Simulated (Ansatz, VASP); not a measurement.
## Two plane-wave programs on CaZrF6

```xyz
8
Lattice="0.0000 4.2683 4.2683 4.2683 0.0000 4.2683 4.2683 4.2683 0.0000" Properties=species:S:1:pos:R:3 pbc="T T T"
Ca    4.2683    4.2683    4.2683
Zr    0.0000    0.0000    0.0000
F     2.0163    4.2683    4.2683
F     4.2683    4.2683    2.0163
F     4.2683    4.2683    6.5204
F     4.2683    2.0163    4.2683
F     4.2683    6.5204    4.2683
F     6.5204    4.2683    4.2683
```

Alike in both runs: task single point; functional LDA; k mesh 4 × 4 × 4; no spin polarisation.

|  | VASP | Ansatz |
| --- | --- | --- |
| version | VASP 6.6.1 | Ansatz 0.2.0 |
| potentials or method | VASP PAW LDA potentials, release 64 (Ca_sv, Zr_sv, F) | plane waves, PAW |
| plane-wave cutoff (eV) | 600 | 420 |
| occupations | gaussian, width 0.01 eV | fixed |
| valence electrons in the cell | 64 | 64 |

|  | VASP | Ansatz | Ansatz less VASP |
| --- | --- | --- | --- |
| gap on the k mesh at the Fermi level (eV) | 6.87 | 6.90 | +0.023 |

LDA's correlation is that of Perdew and Zunger in VASP and of Perdew and Wang (1992) in Ansatz.
